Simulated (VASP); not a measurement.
# HF in VASP: notebook

Runs on HF. Level: PBE+D3(BJ). Tasks: single point.

Program: VASP 6.6.1. These are calculated values, not measurements. Logs are shortened: lines on timing, memory, paths and dates and some standing lists are left out, and cuts for length are marked.

## (1) The cell of the first run

The cell holds an amorphous packing of atoms, 16 atoms: a = 6.479 Å, b = 6.479 Å, c = 6.479 Å, α = 90.00°, β = 90.00°, γ = 90.00°.

## (2) Single point, PBE+D3(BJ)

INCAR

```
SYSTEM = HF
  PREC = Accurate
  ENCUT = 520
  EDIFF = 1E-6
  ISMEAR = -1
  SIGMA = 0.05
  LREAL = Auto
  LASPH = .True.
  NELM = 100
  ALGO = Normal
  ISIF = 2
  LWAVE = .False.
  LCHARG = .False.
  GGA = PE
  IVDW = 12
  NBANDS = 46
```

KPOINTS

```
Automatic mesh
0
Gamma
  1 1 1
  0 0 0
```

POSCAR

```
HF
1.0
    6.4792240000      0.0000000000      0.0000000000
    0.0000000000      6.4792240000      0.0000000000
    0.0000000000      0.0000000000      6.4792240000
F H
8 8
Direct
    0.7317697304      0.3153155378      0.3363674415
    0.3859875812      0.2784129704      0.5006000719
    0.6796647253      1.0935568827      0.9833893689
    1.0512370000      0.5051067844      0.5069588580
    0.3346388395      0.5584465053      0.9613959943
    0.1386122783     -0.1136555859      0.9040125793
    0.8713234795      0.7969935906      0.2576080098
    0.0106185556     -0.0111896116      0.5926635659
    0.5890057204      0.3202852687      0.3923463674
    0.2812065149      0.3793972858      0.5135954553
    0.6988799893      1.2024125111      1.0570401641
    0.9523671353      0.4042150727      0.4571535110
    0.2589198953      0.6748802017      0.9807501639
    0.1028209551     -0.1172208277      0.7556151786
    0.8292196720      0.8971290389      0.1590468241
   -0.0367482279     -0.0881587054      0.4692382915
```

Potentials or basis: VASP PAW PBE potentials, release 64 (F, H).

The run is started by

```
> cat potpaw_PBE.64/F/POTCAR potpaw_PBE.64/H/POTCAR > POTCAR
> mpirun -np 1 vasp_gam > vasp.out
```

OUTCAR:

```text
SYSTEM = HF
   PREC = Accurate
   ENCUT = 520
   EDIFF = 1E-6
   ISMEAR = -1
   LREAL = Auto
   LASPH = .True.
   NELM = 100
   ISIF = 2
   GGA = PE
   IVDW = 12
 IVDW          = 12

 ion  position               nearest neighbor table
   1  0.732  0.315  0.336-   9 0.99
   2  0.386  0.278  0.501-  10 0.95
   3  0.680  0.094  0.983-  11 0.86
   4  0.051  0.505  0.507-  12 0.97
   5  0.335  0.558  0.961-  13 0.91
   6  0.139  0.886  0.904-  14 0.99
   7  0.871  0.797  0.258-  15 0.95
   8  0.011  0.989  0.593-  16 0.99  14 1.39
   9  0.589  0.320  0.392-   1 0.99
  10  0.281  0.379  0.514-   2 0.95
  11  0.699  0.202  0.057-   3 0.86
  12  0.952  0.404  0.457-   4 0.97
  13  0.259  0.675  0.981-   5 0.91
  14  0.103  0.883  0.756-   6 0.99   8 1.39
  15  0.829  0.897  0.159-   7 0.95
  16  0.963  0.912  0.469-   8 0.99

  LATTYP: Found a simple cubic cell.
 ALAT       =     6.4792240000

  Lattice vectors:

 A1 = (   6.4792240000,   0.0000000000,   0.0000000000)
 A2 = (   0.0000000000,   6.4792240000,   0.0000000000)
 A3 = (   0.0000000000,   0.0000000000,   6.4792240000)

Analysis of symmetry for initial positions (statically):
=====================================================================
 Subroutine PRICEL returns:
 Original cell was already a primitive cell.

 Routine SETGRP: Setting up the symmetry group for a
 simple cubic supercell.

 Subroutine GETGRP returns: Found  1 space group operations
 (whereof  1 operations were pure point group operations)
 out of a pool of 48 trial point group operations.

The static configuration has the point symmetry C_1 .

Analysis of symmetry for dynamics (positions and initial velocities):
=====================================================================
 Subroutine PRICEL returns:
 Original cell was already a primitive cell.

 Routine SETGRP: Setting up the symmetry group for a
 simple cubic supercell.

 Subroutine GETGRP returns: Found  1 space group operations
 (whereof  1 operations were pure point group operations)
 out of a pool of 48 trial point group operations.

The dynamic configuration has the point symmetry C_1 .
[... 100 lines left out ...]
   LASPH  =      T    aspherical Exc in radial PAW
   ENCUT  =  520.0 eV  38.22 Ry    6.18 a.u.  12.05 12.05 12.05*2*pi/ulx,y,z
   NELM   =    100;   NELMIN=  2; NELMDL= -5     # of ELM steps
   EDIFF  = 0.1E-05   stopping-criterion for ELM
   LREAL  =      T    real-space projection
   EDIFFG = 0.1E-04   stopping-criterion for IOM
   NSW    =      0    number of steps for IOM
   IBRION =     -1    ionic relax: 0-MD 1-quasi-New 2-CG
   NFREE  =      0    steps in history (QN), initial steepest desc. (CG)
   ISIF   =      2    stress and relaxation
   ISYM   =      2    0-nonsym 1-usesym 2-fastsym
   POTIM  = 0.5000    time-step for ionic-motion
   TEBEG  =    0.0;   TEEND  =   0.0 temperature during run
   PSTRESS=    0.0 pullay stress
   NELECT =      64.0000    total number of electrons
   NUPDOWN=      -1.0000    fix difference up-down
   EMIN   =  10.00;   EMAX   =-10.00  energy-range for DOS
   EFERMI =   0.00;   METHOD = LEGACY
   ISMEAR =    -1;   SIGMA  =   0.05  broadening in eV -4-tet -1-fermi 0-gaus
   EFERMI_NEDOS =   21; number of points for ismear=-14 and -15
   IALGO  =     38    algorithm
   IMIX   =      4    mixing-type and parameters
     AMIX     =   0.40;   BMIX     =  1.00
     AMIX_MAG =   1.60;   BMIX_MAG =  1.00
  volume/ion in A,a.u.               =      17.00       114.72
  Fermi-wavevector in a.u.,A,eV,Ry     =   1.010676  1.909900 13.897880  1.021465
  Thomas-Fermi vector in A             =   2.143679
   LORBIT       =      0    0 simple, 1 ext, 2 COOP (PROOUT), +10 PAW based schemes
   GGA     = PE    functional components
   LHFCALC =     F    Hartree Fock is set to
   AEXX    =    0.0000 exact exchange contribution
   IVDW    =    12    specifies the selected vdW correction
   LEPSILON=     F    determine dielectric tensor
   LRPA    =     F    only Hartree local field effects (RPA)
 non-spin polarized calculation
  energy-cutoff  :      520.00
  volume of cell :      272.00
 maximum number of plane-waves:      3625
   NGX = 25   NGY = 25   NGZ = 25

 number of electron      63.9999992 magnetization

 Free energy of the ion-electron system (eV)
  ---------------------------------------------------
  ext. energy  EPLUGINS =         0.00000000
  ---------------------------------------------------
  free energy    TOTEN  =       -65.21143578 eV

  energy without entropy =      -65.21143578  energy(sigma->0) =      -65.21143578

 E-fermi :  -5.1476     XC(G=0):  -5.5445

 val. band max:       -6.4731251241   @ k =   0.0000   0.0000   0.0000
 cond. band min:      -0.0932359694   @ k =   0.0000   0.0000   0.0000
 fundamental gap:      6.3798891546
 Fermi energy:        -5.1475606774

 k-point     1 :       0.0000    0.0000    0.0000
  band No.  band energies     occupation
      1     -28.9531      2.00000
      2     -28.8390      2.00000
      3     -28.7631      2.00000
      4     -28.4552      2.00000
      5     -28.2715      2.00000
      6     -28.1528      2.00000
[... 36 lines left out ...]
     43       6.3803      0.00000
     44       6.4514      0.00000
 [bands above 44 left out]

------------------------ aborting loop because EDIFF is reached ----------------------------------------

 Edisp (eV)   -0.29222

 E8    (eV) :    -0.0580

  FORCE on cell =-STRESS in cart. coord.  units (eV):
  Direction    XX          YY          ZZ          XY          YZ          ZX
  --------------------------------------------------------------------------------------
  -------------------------------------------------------------------------------------
  Total      -0.67201     5.01358     0.71823    -1.63665     1.43059     0.36773
  in kB      -3.95837    29.53178     4.23063    -9.64045     8.42666     2.16605
  external pressure =        9.93 kB  Pullay stress =        0.00 kB

 VOLUME and BASIS-vectors are now :
 -----------------------------------------------------------------------------
  energy-cutoff  :      520.00
  volume of cell :      272.00
      direct lattice vectors                 reciprocal lattice vectors
     6.479224000  0.000000000  0.000000000     0.154339470  0.000000000  0.000000000
     0.000000000  6.479224000  0.000000000     0.000000000  0.154339470  0.000000000
     0.000000000  0.000000000  6.479224000     0.000000000  0.000000000  0.154339470

 POSITION                                       TOTAL-FORCE (eV/Angst)
 -----------------------------------------------------------------------------------
      4.74130      2.04300      2.17940        -0.380490      0.025591      0.020906
      2.50090      1.80390      3.24350         0.803082     -0.478866     -0.157830
      4.40370      0.60618      6.37160        -0.674885     -5.509239     -3.379033
      0.33198      3.27270      3.28470         0.060256     -0.662267     -0.081763
      2.16820      3.61830      6.22910         1.643570     -2.589917     -0.119361
      0.89810      5.74282      5.85730         0.157454     -0.389711      0.249762
[... 8 lines left out ...]
      5.37270      5.81270      1.03050        -0.176797      0.115841     -0.425938
      6.24112      5.90802      3.04030         0.163083      0.306378      0.514948
 -----------------------------------------------------------------------------------
    total drift:                               -0.000334      0.003115     -0.003176

  FREE ENERGIE OF THE ION-ELECTRON SYSTEM (eV)
  ---------------------------------------------------
  free  energy   TOTEN  =       -65.5036600725 eV

  energy  without entropy=      -65.5036600725  energy(sigma->0) =      -65.50366007
```

OSZICAR:

```text
N       E                     dE             d eps       ncg     rms          rms(c)
DAV:   1     0.593750595473E+03    0.59375E+03   -0.36478E+04   100   0.126E+03
DAV:   2    -0.162772713332E+02   -0.61003E+03   -0.58265E+03   114   0.324E+02
DAV:   3    -0.689546538662E+02   -0.52677E+02   -0.52358E+02   112   0.102E+02
DAV:   4    -0.696594003084E+02   -0.70475E+00   -0.70370E+00   104   0.135E+01
DAV:   5    -0.696667696498E+02   -0.73693E-02   -0.73659E-02   112   0.134E+00    0.141E+01
DAV:   6    -0.652983733743E+02    0.43684E+01   -0.15013E+01   112   0.200E+01    0.567E+00
DAV:   7    -0.652375106447E+02    0.60863E-01   -0.53306E-01    98   0.381E+00    0.340E+00
DAV:   8    -0.652150269105E+02    0.22484E-01   -0.10413E-01   112   0.252E+00    0.369E-01
DAV:   9    -0.652132276231E+02    0.17993E-02   -0.20453E-02   120   0.822E-01    0.220E-01
DAV:  10    -0.652121604489E+02    0.10672E-02   -0.33493E-03   104   0.414E-01    0.991E-02
DAV:  11    -0.652116462515E+02    0.51420E-03   -0.62444E-04   112   0.229E-01    0.484E-02
DAV:  12    -0.652114701798E+02    0.17607E-03   -0.36298E-04   104   0.164E-01    0.287E-02
DAV:  13    -0.652114437544E+02    0.26425E-04   -0.84743E-05   112   0.876E-02    0.160E-02
DAV:  14    -0.652114369997E+02    0.67547E-05   -0.18502E-05   104   0.384E-02    0.746E-03
DAV:  15    -0.652114363848E+02    0.61484E-06   -0.13331E-05   120   0.289E-02    0.500E-03
DAV:  16    -0.652114357805E+02    0.60431E-06   -0.16211E-06    80   0.103E-02
   1 F= -.65503660E+02 E0= -.65503660E+02  d E =-.110322E-10
```

stdout:

```text
POSCAR found type information on POSCAR F H
 POSCAR found :  2 types and      16 ions
 scaLAPACK will be used
 LDA part: xc-table for (Slater+PW92), standard interpolation
 POSCAR, INCAR and KPOINTS ok, starting setup
 FFT: planning ... GRIDC
 FFT: planning ... GRID_SOFT
 FFT: planning ... GRID
 WAVECAR not read
 entering main loop
```

It took 11 s on 1 thread of AMD EPYC 9R45 (Zen 5), shared host; peak memory 0.26 GiB.

What came out:

* Free energy: -65.5037 eV
* Pressure: 1.0 GPa
* Largest force: 6.545 eV/Å
* Band gap on the k mesh: 6.38 eV
* Dispersion energy per atom: -0.018 eV

Forces in eV/Å, atoms in the order of the input:
```
F   -0.380  0.026  0.021
F    0.803 -0.479 -0.158
F   -0.675 -5.509 -3.379
F    0.060 -0.662 -0.082
F    1.644 -2.590 -0.119
F    0.157 -0.390  0.250
F    0.117  0.241  0.433
F   -0.659 -0.351 -1.840
H    0.424 -0.108  0.094
H   -0.832  0.626  0.080
H    0.824  5.394  3.614
H   -0.025  0.580  0.094
H   -1.475  2.406  0.029
H    0.029  0.394  0.875
H   -0.177  0.116 -0.426
H    0.163  0.306  0.515
```

Stress tensor (GPa, compression positive):
```
-0.40 -0.96  0.22
-0.96  2.95  0.84
 0.22  0.84  0.42
```

Levels at points of the mesh, in eV from the valence-band top:
```tsv
k point	band 30	band 31	band 32	band 33	band 34	band 35
(0.00, 0.00, 0.00)	-0.52	-0.06	0.00	6.38	9.50	9.83
```

Caveat: the k points lie up to 0.97 Å⁻¹ apart.

## (3) Single point, PBE+D3(BJ)

INCAR

```
PREC = Accurate
ENCUT = 520
EDIFF = 1E-7
ISMEAR = -1
SIGMA = 0.05
LREAL = Auto
LASPH = True
NELM = 100
ALGO = Normal
ISIF = 2
LWAVE = False
LCHARG = False
GGA = PE
IVDW = 12
NBANDS = 46
```

KPOINTS

```
Automatic mesh
0
Gamma
  1 1 1
```

POSCAR

```
HF
1.0
    6.4792240000      0.0000000000      0.0000000000
    0.0000000000      6.4792240000      0.0000000000
    0.0000000000      0.0000000000      6.4792240000
F H
8 8
Direct
    0.7542106894      0.3536997640      0.2971652161
    0.3838885644      0.2814534580      0.4517207616
    0.6856222288      1.0670876636      0.9623374651
    1.0524408479      0.4672936142      0.4996586011
    0.3585305895      0.5797299183      1.0118650011
    0.1425325008     -0.0997187317      0.9326425510
    0.8724810255      0.8020404913      0.2249343440
   -0.0247560510      0.0414555817      0.5645120465
    0.6114466794      0.3516624830      0.3393616273
    0.2579475567      0.3697973708      0.4607187527
    0.6844338149      1.1925502190      1.0473476453
    0.9477678191      0.3617871523      0.4792703571
    0.2582253677      0.6838010231      0.9891616650
    0.0780340362     -0.0613036376      0.8026115473
    0.8040314704      0.8803369045      0.1223294641
   -0.0664431420     -0.0370414729      0.4513657808
```

Potentials or basis: VASP PAW PBE potentials, release 64 (F, H).

The run is started by

```
> cat potpaw_PBE.64/F/POTCAR potpaw_PBE.64/H/POTCAR > POTCAR
> mpirun -np 1 vasp_gam > vasp.out
```

Run time: 12 s. Hardware: 1 thread of AMD EPYC 9R45 (Zen 5), shared host; peak memory 0.26 GiB.

Results (log left out):

```
Free energy                : -65.7648 eV
Pressure                   : -0.9 GPa
Largest force              : 1.646 eV/Å
Band gap on the k mesh     : 6.34 eV
Dispersion energy per atom : -0.019 eV
```

Forces on the atoms (eV/Å):
```
F   -0.458 -0.402 -0.448
F   -0.136  0.561 -0.202
F    0.085  1.091  0.993
F    0.000 -0.352  0.240
F    0.257 -0.437  0.168
F   -0.484  0.419 -0.938
F    0.094 -0.018  0.798
F    0.332  0.685  1.127
H   -0.443 -0.029  0.422
H    0.604 -0.491  0.029
H    0.105 -1.080 -0.752
H    0.325  0.641 -0.143
H   -0.077  0.303 -0.147
H    0.423 -0.191  0.538
H   -0.274  0.343 -0.462
H   -0.354 -1.044 -1.222
```

Stress tensor (GPa, compression positive):
```
-0.68  0.11 -0.10
 0.11 -0.95 -0.13
-0.10 -0.13 -0.94
```

Levels at points of the mesh, in eV from the valence-band top:
| k point | band 30 | band 31 | band 32 | band 33 | band 34 | band 35 |
| --- | --- | --- | --- | --- | --- | --- |
| (0.00, 0.00, 0.00) | -0.75 | -0.03 | 0.00 | 6.34 | 9.31 | 9.71 |

Caveat: the k points lie up to 0.97 Å⁻¹ apart.
